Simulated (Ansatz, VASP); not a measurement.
One calculation of Cu2IBr, two programs

File INCAR:

```
SYSTEM = Cu2IBr
PREC = Accurate
ENCUT = 520
EDIFF = 1E-6
ISMEAR = -1
SIGMA = 0.05
LREAL = .False.
LASPH = .True.
NELM = 150
ALGO = Normal
ISIF = 2
LWAVE = .False.
LCHARG = .False.
LMAXMIX = 4
LDAU = .True.
LDAUTYPE = 2
LDAUL = -1 -1 2
LDAUU = 0 0 4
LDAUJ = 0 0 0
LDAUPRINT = 1
GGA = CA
NBANDS = 26
```

The input KPOINTS:

```
Automatic mesh
0
Gamma
  8 8 8
  0 0 0
```

Contents of POSCAR:

```
Cu2IBr
1.0
    1.9685310750      1.1365319461      6.3876248825
   -1.9685310750      1.1365319461      6.3876248825
    0.0000000000     -2.2730638921      6.3876248825
I Br Cu
1 1 2
Direct
    0.0000000000      0.0000000000      0.0000000000
    0.5000000000      0.5000000000      0.5000000000
    0.2490310000      0.2490310000      0.2490310000
    0.7509690000      0.7509690000      0.7509690000
```

File input.yaml:

```yaml
crystal:
  lattice:
    - [1.968531075, 1.1365319461, 6.3876248825]
    - [-1.968531075, 1.1365319461, 6.3876248825]
    - [0.0, -2.2730638921, 6.3876248825]
  atoms:
    - { symbol: I, position: [0.0, 0.0, 0.0] }
    - { symbol: Br, position: [0.5, 0.5, 0.5] }
    - { symbol: Cu, position: [0.249031, 0.249031, 0.249031] }
    - { symbol: Cu, position: [0.750969, 0.750969, 0.750969] }
hamiltonian:
  xc: lda
  pseudopotentials: { kind: paw }
  hubbard: { sites: [{ species: Cu, l: d, u_eff: 4.0 }] }
kpoints:
  mp_grid: { grid: [8, 8, 8] }
  band_path:
    path:
      - [[0.0, 0.0, 0.0], [0.5, 0.0, 0.0], [0.5, 0.1877720492, -0.1877720492]]
      - [[0.8122279508, 0.5, 0.1877720492], [0.5, 0.5, 0.5], [0.0, 0.0, 0.0], [0.3438860246, 0.0, -0.3438860246]]
      - [[0.6561139754, 0.3438860246, 0.0], [0.5, 0.5, 0.0], [0.6561139754, 0.6561139754, 0.1877720492], [0.5, 0.5, 0.5]]
      - [[0.5, 0.0, 0.0], [0.8122279508, 0.3438860246, 0.3438860246]]
    npoints: 14
scf:
  occupations: { method: fermi_dirac, width: 0.05 }
  n_extra_bands: 10
output:
  forces: true
  stress: true
  eigenvalues: true
  fatbands: true
  write_density: true
  write_potential: true
  elf: true
  volumetric_format: npy
```

Alike in both runs: functional LDA; k mesh 8 × 8 × 8; occupations fermi-dirac, width 0.05 eV; no spin polarisation; Hubbard terms Cu d U = 4.0 eV.

|  | VASP | Ansatz |
| --- | --- | --- |
| version | VASP 6.6.1 | Ansatz 0.2.0 |
| potentials or method | VASP PAW LDA potentials, release 64 (I, Br, Cu) | Ansatz PAW |
| plane-wave cutoff (eV) | 520 | 420 |
| valence electrons in the cell | 36 | 62 |
| task | single point | band structure |

|  | VASP | Ansatz | Ansatz less VASP |
| --- | --- | --- | --- |
| gap on the k mesh at the Fermi level (eV) | 0.37 | 0.35 | -0.018 |
| least direct gap on the mesh (eV) | 0.49 | 0.48 | -0.003 |
| pressure (GPa) | -5.1 | -4.6 | +0.52 |
| traceless stress, the component that is largest in VASP (GPa) | -0.16 | -0.18 | -0.020 |
| rms of the force components (eV/Å) | 0.010 | 0.014 | +0.0038 |

LDA's correlation is that of Perdew and Zunger in VASP and of Perdew and Wang (1992) in Ansatz. The programs project onto different local orbitals, so the same U acts differently, and such runs can settle in different states. Atom by atom the forces differ by 0.004 eV/Å (rms over components). VASP's potentials hold 36 valence electrons a cell and Ansatz's 62, so a difference there can come from the potentials and not from the codes.

Spin-orbit coupling is off throughout.
